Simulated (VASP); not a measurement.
# HfZr2Te6 (P-3m1) in VASP: relaxation of cell and atoms with PBE

Aim: the relaxation of cell and atoms of HfZr2Te6 with PBE.

Program: VASP 6.6.1. These are calculated values, not measurements. Logs are shortened: lines on timing, memory, paths and dates and some standing lists are left out, and cuts for length are marked.

### Step 1. The cell of the first run

Symmetry: P-3m1, No. 164, trigonal system. Conventional cell: a = 3.971 Å, b = 3.971 Å, c = 21.361 Å, α = 90.00°, β = 90.00°, γ = 120.00°. Zr (site symmetry 3m) has 6 Te at 2.92 Å within 3.8 Å. Hf (site symmetry -3m) has 6 Te at 2.90 Å within 3.8 Å. Te (site symmetry 3m) has 3 Zr at 2.92 Å within 3.8 Å. Te (site symmetry 3m) has 3 Zr at 2.92 Å within 3.8 Å. Te (site symmetry 3m) has 3 Hf at 2.90 Å within 3.8 Å.

### Step 2. Relaxation of cell and atoms, PBE

Input file INCAR:

```
PREC     = Accurate       # precision mode
ENCUT    = 600            # plane-wave cutoff, eV
EDIFF    = 1E-6           # SCF threshold, eV
ISMEAR   = 0              # smearing method
SIGMA    = 0.1            # smearing width, eV
LREAL    = F              # projectors in reciprocal space
LASPH    = T              # aspherical terms in the spheres
NELM     = 80             # most SCF steps
ALGO     = Fast           # electronic algorithm
ISIF     = 3              # what is computed and relaxed
LWAVE    = F              # write WAVECAR
LCHARG   = F              # write CHGCAR
GGA      = PE             # functional
IBRION   = 2              # ionic algorithm
NSW      = 100            # ionic steps
EDIFFG   = -0.01          # ionic threshold
```

Input file KPOINTS:

```
Automatic mesh
0
Gamma
  12 12 2
```

Input file POSCAR:

```
HfZr2Te6
1.0
    3.9714759000      0.0000000000      0.0000000000
   -1.9857380000      3.4393991000      0.0000000000
    0.0000000000      0.0000000000     21.3606189000
Zr Hf Te
2 1 6
Direct
    0.0000000000      0.0000000000      0.8345990000
    0.0000000000      0.0000000000      0.1654010000
    0.0000000000      0.0000000000      0.5000000000
    0.3333333000      0.6666667000      0.9189230000
    0.3333333000      0.6666667000      0.2498090000
    0.3333333000      0.6666667000      0.5831100000
    0.6666667000      0.3333333000      0.0810770000
    0.6666667000      0.3333333000      0.4168900000
    0.6666667000      0.3333333000      0.7501910000
```

Potentials or basis: VASP PAW PBE potentials, release 64 (Zr_sv, Hf_pv, Te).

Started as:

```bash
$ cat potpaw_PBE.64/Zr_sv/POTCAR potpaw_PBE.64/Hf_pv/POTCAR potpaw_PBE.64/Te/POTCAR > POTCAR
$ mpirun -np 1 vasp_std > vasp.out
```

OUTCAR:

```text
PREC = Accurate
   ENCUT = 600
   EDIFF = 1E-6
   ISMEAR = 0
   LREAL = F
   LASPH = T
   NELM = 80
   ISIF = 3
   GGA = PE
   IBRION = 2
   NSW = 100
   EDIFFG = -0.01

 ion  position               nearest neighbor table
   1  0.000  0.000  0.835-   4 2.92   4 2.92   4 2.92   9 2.92   9 2.92   9 2.92
   2  0.000  0.000  0.165-   7 2.92   7 2.92   7 2.92   5 2.92   5 2.92   5 2.92
   3  0.000  0.000  0.500-   6 2.90   8 2.90   8 2.90   6 2.90   8 2.90   6 2.90
   4  0.333  0.667  0.919-   1 2.92   1 2.92   1 2.92
   5  0.333  0.667  0.250-   2 2.92   2 2.92   2 2.92
   6  0.333  0.667  0.583-   3 2.90   3 2.90   3 2.90
   7  0.667  0.333  0.081-   2 2.92   2 2.92   2 2.92
   8  0.667  0.333  0.417-   3 2.90   3 2.90   3 2.90
   9  0.667  0.333  0.750-   1 2.92   1 2.92   1 2.92

  LATTYP: Found a hexagonal cell.
 ALAT       =     3.9714759000
 C/A-ratio  =     5.3785090072

  Lattice vectors:

 A1 = (   3.9714759000,   0.0000000000,   0.0000000000)
 A2 = (  -1.9857380000,   3.4393991000,   0.0000000000)
 A3 = (   0.0000000000,   0.0000000000,  21.3606189000)

Analysis of symmetry for initial positions (statically):
=====================================================================
 Subroutine PRICEL returns:
 Original cell was already a primitive cell.

 Routine SETGRP: Setting up the symmetry group for a
 hexagonal supercell.

 Subroutine GETGRP returns: Found 12 space group operations
 (whereof 12 operations were pure point group operations)
 out of a pool of 24 trial point group operations.

The static configuration has the point symmetry D_3d.

Analysis of symmetry for dynamics (positions and initial velocities):
=====================================================================
 Subroutine PRICEL returns:
 Original cell was already a primitive cell.

 Routine SETGRP: Setting up the symmetry group for a
 hexagonal supercell.

 Subroutine GETGRP returns: Found 12 space group operations
 (whereof 12 operations were pure point group operations)
 out of a pool of 24 trial point group operations.

The dynamic configuration has the point symmetry D_3d.

 Subroutine INISYM returns: Found 12 space group operations
 (whereof 12 operations are pure point group operations),
 and found     1 'primitive' translations

----------------------------------------------------------------------------------------

                                     Primitive cell

  volume of cell :     291.7752

  direct lattice vectors                    reciprocal lattice vectors
     3.971475900  0.000000000  0.000000000     0.251795560  0.145374235  0.000000000
    -1.985738000  3.439399100  0.000000000     0.000000000  0.290748462  0.000000000
     0.000000000  0.000000000 21.360618900     0.000000000  0.000000000  0.046815123

  length of vectors
     3.971475900  3.971475994 21.360618900     0.290748469  0.290748462  0.046815123

  position of ions in fractional coordinates (direct lattice)
     0.000000000  0.000000000  0.834599000
     0.000000000  0.000000000  0.165401000
     0.000000000  0.000000000  0.500000000
     0.333333300  0.666666700  0.918923000
     0.333333300  0.666666700  0.249809000
     0.333333300  0.666666700  0.583110000
     0.666666700  0.333333300  0.081077000
     0.666666700  0.333333300  0.416890000
     0.666666700  0.333333300  0.750191000

  ion indices of the primitive-cell ions
   primitive index   ion index
                 1           1
                 2           2
                 3           3
                 4           4
                 5           5
                 6           6
                 7           7
                 8           8
                 9           9

----------------------------------------------------------------------------------------

 KPOINTS: Automatic mesh

Automatic generation of k-mesh.
 Grid dimensions read from file:
 generate k-points for:   12   12    2

 Generating k-lattice:

  Cartesian coordinates                     Fractional coordinates (reciprocal lattice)
     0.020982963  0.012114520  0.000000000     0.083333333  0.000000000  0.000000000
     0.000000000  0.024229039  0.000000000     0.000000000  0.083333333  0.000000000
     0.000000000  0.000000000  0.023407561     0.000000000  0.000000000  0.500000000

  Length of vectors
     0.024229039  0.024229039  0.023407561

  Shift w.r.t. Gamma in fractional coordinates (k-lattice)
     0.000000000  0.000000000  0.000000000

 Subroutine IBZKPT returns following result:
 ===========================================

 Found     38 irreducible k-points:

 Following reciprocal coordinates:
            Coordinates               Weight
  0.000000  0.000000  0.000000      1.000000
  0.083333 -0.000000  0.000000      6.000000
  0.166667 -0.000000  0.000000      6.000000
  0.250000 -0.000000  0.000000      6.000000
  0.333333  0.000000  0.000000      6.000000
  0.416667 -0.000000  0.000000      6.000000
[... 16 lines left out ...]
  0.250000 -0.000000  0.500000      6.000000
  0.333333  0.000000  0.500000      6.000000
 [... further k-points ...]
   k-points           NKPTS =     38   k-points in BZ     NKDIM =     38   number of bands    NBANDS=     42
   number of dos      NEDOS =    301   number of ions     NIONS =      9
   total plane-waves  NPLWV = 184320
   dimension x,y,z NGX =    32 NGY =   32 NGZ =  180
   dimension x,y,z NGXF=    64 NGYF=   64 NGZF=  360
   ions per type =               2   1   6
   NGX,Y,Z   is equivalent  to a cutoff of  13.40, 13.40, 14.01 a.u.
   NGXF,Y,Z  is equivalent  to a cutoff of  26.79, 26.79, 28.02 a.u.
 SYSTEM =  unknown system
   PREC   = accura    normal or accurate (medium, high low for compatibility)
   ISTART =      0    job   : 0-new  1-cont  2-samecut
   ICHARG =      2    charge: 1-file 2-atom 10-const
   ISPIN  =      1    spin polarized calculation?
   LNONCOLLINEAR =      F non collinear calculations
   LSORBIT =      F    spin-orbit coupling
   LASPH  =      T    aspherical Exc in radial PAW
   ENCUT  =  600.0 eV  44.10 Ry    6.64 a.u.   7.93  7.93 42.66*2*pi/ulx,y,z
   NELM   =     80;   NELMIN=  2; NELMDL= -5     # of ELM steps
   EDIFF  = 0.1E-05   stopping-criterion for ELM
   LREAL  =      F    real-space projection
   EDIFFG = -.1E-01   stopping-criterion for IOM
   NSW    =    100    number of steps for IOM
   IBRION =      2    ionic relax: 0-MD 1-quasi-New 2-CG
   NFREE  =      1    steps in history (QN), initial steepest desc. (CG)
   ISIF   =      3    stress and relaxation
   ISYM   =      2    0-nonsym 1-usesym 2-fastsym
   POTIM  = 0.5000    time-step for ionic-motion
   TEBEG  =    0.0;   TEEND  =   0.0 temperature during run
   PSTRESS=    0.0 pullay stress
   NELECT =      70.0000    total number of electrons
   NUPDOWN=      -1.0000    fix difference up-down
   EMIN   =  10.00;   EMAX   =-10.00  energy-range for DOS
   EFERMI =   0.00;   METHOD = LEGACY
   ISMEAR =     0;   SIGMA  =   0.10  broadening in eV -4-tet -1-fermi 0-gaus
   EFERMI_NEDOS =   21; number of points for ismear=-14 and -15
   IALGO  =     68    algorithm
   IMIX   =      4    mixing-type and parameters
     AMIX     =   0.40;   BMIX     =  1.00
     AMIX_MAG =   1.60;   BMIX_MAG =  1.00
  volume/ion in A,a.u.               =      32.42       218.78
  Fermi-wavevector in a.u.,A,eV,Ry     =   1.017243  1.922311 14.079083  1.034783
  Thomas-Fermi vector in A             =   2.150633
   LORBIT       =      0    0 simple, 1 ext, 2 COOP (PROOUT), +10 PAW based schemes
   GGA     = PE    functional components
   LHFCALC =     F    Hartree Fock is set to
   AEXX    =    0.0000 exact exchange contribution
   IVDW    =     0    specifies the selected vdW correction
   LEPSILON=     F    determine dielectric tensor
   LRPA    =     F    only Hartree local field effects (RPA)
 conjugate gradient relaxation of ions
 non-spin polarized calculation
 RMM-DIIS sequential band-by-band and
 Gauss-broadening in eV      SIGMA  =   0.10
  energy-cutoff  :      600.00
  volume of cell :      291.78
 maximum number of plane-waves:      9786
 NGX is ok and might be reduce to    32
   NGX = 15   NGY = 15   NGZ = 85

--------------------------------------- Ionic step        1  -------------------------------------------

 number of electron      69.9999998 magnetization

 Free energy of the ion-electron system (eV)
  ---------------------------------------------------
  ext. energy  EPLUGINS =         0.00000000
  ---------------------------------------------------
  free energy    TOTEN  =       -53.65829806 eV

  energy without entropy =      -53.64487268  energy(sigma->0) =      -53.65158537

------------------------ aborting loop because EDIFF is reached ----------------------------------------

  FORCE on cell =-STRESS in cart. coord.  units (eV):
  Direction    XX          YY          ZZ          XY          YZ          ZX
  --------------------------------------------------------------------------------------
  -------------------------------------------------------------------------------------
  Total       -0.0910803     -0.0910803     -0.0711323      0.0000000     -0.0000000     -0.0000000
  in kB       -0.5001345     -0.5001345     -0.3905972      0.0000000     -0.0000000     -0.0000000
  external PRESSURE =      -0.4636221 kB  Pullay stress =       0.0000000 kB
[... 114 lines left out ...]
  energy  without entropy=      -53.6450021816  energy(sigma->0) =      -53.65170814

--------------------------------------- Ionic step        4  -------------------------------------------

 number of electron      69.9999998 magnetization

 Free energy of the ion-electron system (eV)
  ---------------------------------------------------
  ext. energy  EPLUGINS =         0.00000000
  ---------------------------------------------------
  free energy    TOTEN  =       -53.65849103 eV

  energy without entropy =      -53.64509221  energy(sigma->0) =      -53.65179162

 E-fermi :   5.3862     XC(G=0):  -9.1750

 val. band max:        5.3703669077   @ k =   0.0833  -0.0000   0.5000
 cond. band min:       5.3913372058   @ k =   0.0833  -0.0000   0.0000
 fundamental gap:      0.0209702982
 Fermi energy:         5.3861939126

 k-point     1 :       0.0000    0.0000    0.0000
  band No.  band energies     occupation
      1     -44.2446      2.00000
      2     -44.2446      2.00000
      3     -26.2233      2.00000
      4     -26.2233      2.00000
      5     -26.2161      2.00000
      6     -22.2510      2.00000
[... 1069 lines left out ...]
     41       7.3275      0.00000
     42       7.5968      0.00000

 [... further k-points ...]

------------------------ aborting loop because EDIFF is reached ----------------------------------------

  FORCE on cell =-STRESS in cart. coord.  units (eV):
  Direction    XX          YY          ZZ          XY          YZ          ZX
  --------------------------------------------------------------------------------------
  -------------------------------------------------------------------------------------
  Total        0.0271518      0.0271518      0.0333061     -0.0000000      0.0000000     -0.0000000
  in kB        0.1492936      0.1492936      0.1831331     -0.0000000      0.0000000     -0.0000000
  external PRESSURE =       0.1605734 kB  Pullay stress =       0.0000000 kB
[... 24 lines left out ...]
  FREE ENERGIE OF THE ION-ELECTRON SYSTEM (eV)
  ---------------------------------------------------
  free  energy   TOTEN  =       -53.6584910282 eV

  energy  without entropy=      -53.6450922123  energy(sigma->0) =      -53.65179162

 reached required accuracy - stopping structural energy minimisation
```

It took 31 min on 1 thread of Oxide Virtual Turin-like, shared host; peak memory 0.81 GiB.

What came out:

```
Free energy                           : -53.6585 eV
Relaxed volume                        : 32.38 Å³/atom
Relaxed cell                          : a = 3.969 Å, b = 3.969 Å, c = 21.356 Å, α = 90.00°, β = 90.00°, γ = 120.00°
Space group after relaxing (to 0.1 Å) : P-3m1 (No. 164)
Energy gained by relaxing             : 0.0 meV/atom
Ionic steps                           : 4
Pressure after relaxing               : 0.0 GPa
Largest force after relaxing          : 0.010 eV/Å
Band gap on the k mesh                : zero (bands 35 and 36 overlap by 0.65 eV)
```

Forces in eV/Å, atoms in the order of the input:
```
Zr   0.000  0.000  0.000
Zr   0.000  0.000  0.000
Hf   0.000  0.000  0.000
Te   0.000  0.000  0.010
Te   0.000  0.000  0.010
Te   0.000  0.000  0.005
Te   0.000  0.000 -0.010
Te   0.000  0.000 -0.005
Te   0.000  0.000 -0.010
```

Step by step:
| step | energy change (eV) | largest force (eV/Å) | pressure (GPa) | volume (Å³) |
| --- | --- | --- | --- | --- |
| 1 | 0.0000 | 0.0292 | -0.05 | 291.78 |
| 2 | -0.0001 | 0.0215 | 0.03 | 291.38 |
| 3 | -0.0001 | 0.0213 | 0.04 | 291.39 |
| 4 | -0.0002 | 0.0096 | 0.02 | 291.39 |

Final structure:
```
Zr Hf Te
1.0
     3.96929    0.00000    0.00000
    -1.98464    3.43750    0.00000
     0.00000    0.00000   21.35561
Zr Hf Te
2 1 6
Cartesian
  -1.9846 3.4375 17.8234
  0.0000 0.0000 3.5322
  0.0000 0.0000 10.6778
  0.0000 2.2917 19.6261
  0.0000 2.2917 5.3367
  0.0000 2.2917 12.4502
  1.9846 1.1458 1.7295
  1.9846 1.1458 8.9054
  1.9846 1.1458 16.0189
```

Levels at points of the mesh, in eV from the Fermi level:
```
           k point  band 33  band 34  band 35  band 36  band 37  band 38
(0.00, 0.00, 0.00)     0.39     0.48     0.48     0.67     0.72     0.72
(0.50, 0.00, 0.00)    -1.11    -0.89    -0.78    -0.10    -0.05     0.08
(0.00, 0.00, 0.50)     0.41     0.47     0.47     0.72     0.72     0.73
(0.50, 0.00, 0.50)    -1.09    -0.93    -0.76    -0.17     0.02     0.06
```

Caveat: spin-orbit coupling is left out, which moves the levels of the heavy elements; this functional lacks dispersion, which binds layers or chains, so the pressure and a relaxed spacing across them are unreliable.

The gap in the log of VASP goes by the Fermi energy; the results here count the filled bands.